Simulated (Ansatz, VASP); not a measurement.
## BaTiO3: VASP beside Ansatz

```
Ba Ti O
1.0
     3.94426    0.00000    0.00000
     0.00000    2.80868    2.84580
     0.00000   -2.80868    2.84580
Ba Ti O
1 1 3
Direct
  0.00000 0.00000 0.00000
  0.50000 0.50790 0.50790
  0.00000 0.49210 0.49210
  0.50000 0.50251 0.99371
  0.50000 0.99371 0.50251
```

Change from the starting cell: equal xx and yy strain of -1 %.

Alike in both runs: task single point; functional PBE; k mesh 8 × 8 × 8; occupations fermi-dirac, width 0.05 eV; no spin polarisation.

|  | VASP | Ansatz |
| --- | --- | --- |
| version | VASP 6.6.1 | Ansatz 0.2.0 |
| potentials or method | VASP PAW PBE potentials, release 64 (Ba_sv, Ti_sv, O), cutoff 520 eV | all-electron LAPW, scalar-relativistic |

|  | VASP | Ansatz | Ansatz less VASP |
| --- | --- | --- | --- |
| gap on the k mesh at the Fermi level (eV) | 1.80 | 1.86 | +0.060 |
| pressure (GPa) | 7.5 | 5.5 | -1.92 |
| traceless stress, the component that is largest in VASP (GPa) | -2.40 | -2.33 | +0.067 |
| rms of the force components (eV/Å) | 0.075 | 0.079 | +0.0036 |

Atom by atom the forces differ by 0.009 eV/Å (rms over components). Ansatz ran all-electron here, and VASP with PAW potentials.

Neither program's run includes spin-orbit coupling.
